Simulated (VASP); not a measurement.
Set up this calculation in VASP 6.6.1, as the native input.

```
Task                   : single point
Functional             : PBE
Potentials or basis    : VASP PAW PBE potentials, release 64 (Se)
Cutoff                 : 520 eV
k mesh                 : 10 × 10 × 10
Occupations            : gaussian, width 0.1 eV
Spin                   : no spin polarisation
Dipole correction      : no
Further INCAR settings : ALGO = Normal; EDIFF = 1e-06; NBANDS = 20
```

The structure of Se lies in POSCAR:

```
Se
1.0
    2.5442969600     -4.8131122503      0.0000000000
    2.5442969600      4.8131122503      0.0000000000
    0.0000000000      0.0000000000      4.2716674185
Se
4
Direct
    0.6056429160      0.3943570840      0.6537658942
    0.1056429160      0.8943570840      0.8462341058
    0.3943570840      0.6056429160      0.3462341058
    0.8943570840      0.1056429160      0.1537658942
```

One way to write it, as run:

INCAR

```
SYSTEM = Se
  ALGO = Normal
  EDIFF = 1E-6
  ENCUT = 520
  GGA = PE
  ISIF = 2
  ISMEAR = 0
  LASPH = .True.
  LCHARG = .False.
  LREAL = .False.
  LWAVE = .False.
  NBANDS = 20
  NELM = 100
  PREC = Accurate
  SIGMA = 0.1
```

KPOINTS

```
k-points
0
Gamma
  10 10 10
  0 0 0
```

Potentials or basis: VASP PAW PBE potentials, release 64 (Se).

Command:

```bash
$ cat potpaw_PBE.64/Se/POTCAR > POTCAR
$ mpirun -np 1 vasp_std > vasp.out
```

Results of the run:

```
Pressure               : 0.1 GPa
Largest force          : 0.023 eV/Å
Band gap on the k mesh : zero (band 12 reaches 3.19 eV, above the bottom of band 13 at 3.16 eV)
```

Run time: 2.5 min on 1 thread of Intel(R) Xeon(R) Platinum 8488C (Sapphire Rapids), on a shared host, peak memory 0.41 GiB.
